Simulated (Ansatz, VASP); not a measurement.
**AlN in VASP and in Ansatz**

```xyz
8
Lattice="-3.1302 0.0000 0.0000 -1.5651 -2.7109 0.0000 -4.3042 -2.4851 10.0360" Properties=species:S:1:pos:R:3 pbc="T T T"
Al   -1.5651   -0.9036    9.0787
Al   -1.5651   -0.9036    4.0607
Al   -3.1302   -1.8072    1.5517
Al   -3.1302   -1.8072    6.5697
N    -1.5651   -0.9036    0.9573
N    -1.5651   -0.9036    5.9753
N    -3.1302   -1.8072    3.4663
N    -3.1302   -1.8072    8.4843
```

Alike in both runs: task single point; functional PBE; k mesh 8 × 8 × 3; occupations gaussian, width 0.05 eV; no spin polarisation.

|  | VASP | Ansatz |
| --- | --- | --- |
| version | VASP 6.6.1 | Ansatz 0.2.0 |
| potentials or method | VASP PAW PBE potentials, release 64 (Al, N), cutoff 520 eV | scalar-relativistic, plane waves, PAW |
| valence electrons in the cell | 32 | 32 |

|  | VASP | Ansatz | Ansatz less VASP |
| --- | --- | --- | --- |
| gap on the k mesh at the Fermi level (eV) | 3.84 | 3.83 | -0.009 |
| least direct gap on the mesh (eV) | 3.84 | 3.83 | -0.009 |
| pressure (GPa) | -0.6 | -0.3 | +0.27 |
| traceless stress, the component that is largest in VASP (GPa) | -3.57 | -3.56 | +0.018 |
| rms of the force components (eV/Å) | 0.252 | 0.251 | -0.0006 |

Atom by atom the forces differ by 0.001 eV/Å (rms over components).
